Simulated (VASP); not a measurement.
Runs of VASP 6.6.1 on TaBr. The structure is that of space group Pm-3m (No. 221), or close to it. The cells are those of the table. The cell was generated, and may not be a known phase.

| task | spin | cell | k mesh | cutoff (eV) | gap on the mesh (eV) | pressure (GPa) | moment (μB) | relaxed volume (Å³/atom) |
| --- | --- | --- | --- | --- | --- | --- | --- | --- |
| single point | collinear | a = 3.318 Å, 2 atoms | 4 × 4 × 4 | 520 | none | 0.0 | 0.00 | - |
| relaxation of cell and atoms | off | relaxed from a = 3.287 Å, 2 atoms | 16 × 16 × 16 | 600 | none | 0.0 | - | 17.88 |
| relaxation of cell and atoms | off | relaxed from a = 3.318 Å, 2 atoms | 6 × 6 × 6 | 600 | none | 0.1 | - | 17.71 |
| single point | collinear | a = 3.764 Å, 2 atoms | 4 × 4 × 4 | 520 | none | (b) | 0.55 | - |
| single point | off | a = 3.287 Å, 2 atoms | 6 × 6 × 6 | 520 | none | (a) | - | - |
| single point | off | a = 3.294 Å, 2 atoms | 16 × 16 × 16 | 520 | none | 0.1 | - | - |
| relaxation of cell and atoms | collinear | relaxed from a = 3.764 Å, 2 atoms | 4 × 4 × 4 | 600 | none | -0.3 | 0.00 | 18.31 |

Alike in all rows: level PBE; potentials or basis VASP PAW PBE potentials, release 64 (Ta_pv, Br); smearing gaussian 0.1 eV.

**Question.** Estimate the missing entries.

**Answer.** (a) -0.1; (b) -16.6.

Caveats: some runs use coarse meshes; spin-orbit coupling is left out, which moves the levels of the heavy elements; the volume moved by over 15 % at a fixed basis, so the end points are rough (at least some runs).

A k mesh can miss the band edges, and the runs leave out spin-orbit coupling on Br, Ta.

A gap of «none» marks levels without a gap at the run's occupations.
